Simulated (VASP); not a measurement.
A run of VASP 6.6.1:

The input INCAR:

```
SYSTEM = Cu4O
PREC = Accurate ; ENCUT = 600
EDIFF = 1E-6 ; ISMEAR = 0
SIGMA = 0.01 ; LREAL = .FALSE.
LASPH = .TRUE. ; NELM = 80
ALGO = Normal ; ISIF = 3
LWAVE = .FALSE. ; LCHARG = .FALSE.
GGA = PE ; IBRION = 2
NSW = 100 ; EDIFFG = -0.01
```

Contents of KPOINTS:

```
regular mesh
0
G
  8 8 8
  0 0 0
```

File POSCAR:

```
Cu4O
1.0
    4.3599393949      0.0000000000      0.0000000000
    0.0000000000      4.3599393949      0.0000000000
    0.0000000000      0.0000000000      4.3599393949
Cu O
4 1
Direct
    0.5000000000      0.5000000000      0.5000000000
    0.0000000000      0.5000000000      0.5000000000
    0.5000000000      0.0000000000      0.5000000000
    0.5000000000      0.5000000000      0.0000000000
    0.0000000000      0.0000000000      0.0000000000
```

Potentials or basis: VASP PAW PBE potentials, release 64 (Cu, O).

Command:

```console
$ cat potpaw_PBE.64/Cu/POTCAR potpaw_PBE.64/O/POTCAR > POTCAR
$ mpirun -np 1 vasp_std > vasp.out
```

Hardware: 1 thread of AMD EPYC 7R13 (shared host).

Question: How long does it take, and how much memory?

Answer: It took 5.6 min on 1 thread of AMD EPYC 7R13 (shared host), peak memory 0.23 GiB. Counts: scf iterations 26, k points 35, ion steps 2.
